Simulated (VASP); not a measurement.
Mo: single point with PBEsol

Mo:

```
CELL_PARAMETERS angstrom
-1.56473 1.56473 1.56473
1.56473 -1.56473 1.56473
1.56473 1.56473 -1.56473
ATOMIC_POSITIONS crystal
Mo 0.00000 0.00000 0.00000
```

```json
{
  "Program": "VASP 6.6.1",
  "Task": "single point",
  "Functional": "PBEsol",
  "Potentials or basis": "VASP PAW PBE potentials, release 64 (Mo_sv)",
  "Cutoff": "520 eV",
  "k mesh": "18 × 18 × 18",
  "Occupations": "gaussian, width 0.1 eV",
  "Spin": "no spin polarisation",
  "Dipole correction": "no",
  "Further INCAR settings": "ALGO = Fast; EDIFF = 1e-06; NBANDS = 13"
}
```

```
Pressure               : 0.5 GPa
Band gap on the k mesh : zero (band 7 reaches 16.91 eV, above the bottom of band 8 at 11.38 eV)
```

Levels at points of the mesh, in eV from the Fermi level:
```csv
k point,band 4,band 5,band 6,band 7,band 8,band 9,band 10,band 11
"(0.00, 0.00, 0.00)",-34.46,-7.37,-1.42,-1.42,-1.42,1.66,1.66,14.82
"(0.50, 0.00, 0.00)",-34.47,-5.49,-3.53,1.66,1.71,2.36,4.90,11.92
"(0.50, 0.50, 0.50)",-35.49,-5.64,-5.64,4.11,4.11,4.11,9.16,9.16
```

Wall time 22 s on 1 thread of Intel Xeon 6975P-C (shared host), peak memory 0.15 GiB.

Caveat: the PAW data sets were made with another functional, which shifts forces and pressure a little.
